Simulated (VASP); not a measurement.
A run of VASP 6.6.1 is set up as follows.

Contents of INCAR:

```
SYSTEM = TlH
  ALGO = Normal
  EDIFF = 1E-7
  ENCUT = 520
  GGA = PE
  ISIF = 2
  ISMEAR = 0
  LASPH = .True.
  LCHARG = .False.
  LREAL = .False.
  LWAVE = .False.
  NBANDS = 14
  NELM = 100
  PREC = Accurate
  SIGMA = 0.01
```

Contents of KPOINTS:

```
k-points
0
Gamma
  1 1 1
  0 0 0
```

The input POSCAR:

```
TlH
1.0
    9.0000000000      0.0000000000      0.0000000000
    0.0000000000      9.0000000000      0.0000000000
    0.0000000000      0.0000000000     10.9400000000
Tl H
1 1
Direct
    0.5000000000      0.5000000000      0.4113345500
    0.5000000000      0.5000000000      0.5889259600
```

Potentials or basis: VASP PAW PBE potentials, release 64 (Tl_d, H).

The run is started by

```bash
$ cat potpaw_PBE.64/Tl_d/POTCAR potpaw_PBE.64/H/POTCAR > POTCAR
$ mpirun -np 1 vasp_gam > vasp.out
```

Task: What does it give for the largest force?

Result: 0.048 eV/Å.

Task: What does it give for the gap between the frontier levels?

Result: 2.45 eV.

Forces on the atoms (eV/Å):
```
Tl   0.000  0.000  0.048
H    0.000  0.000 -0.048
```

Caveat: spin-orbit coupling is left out, which moves the levels of the heavy elements.
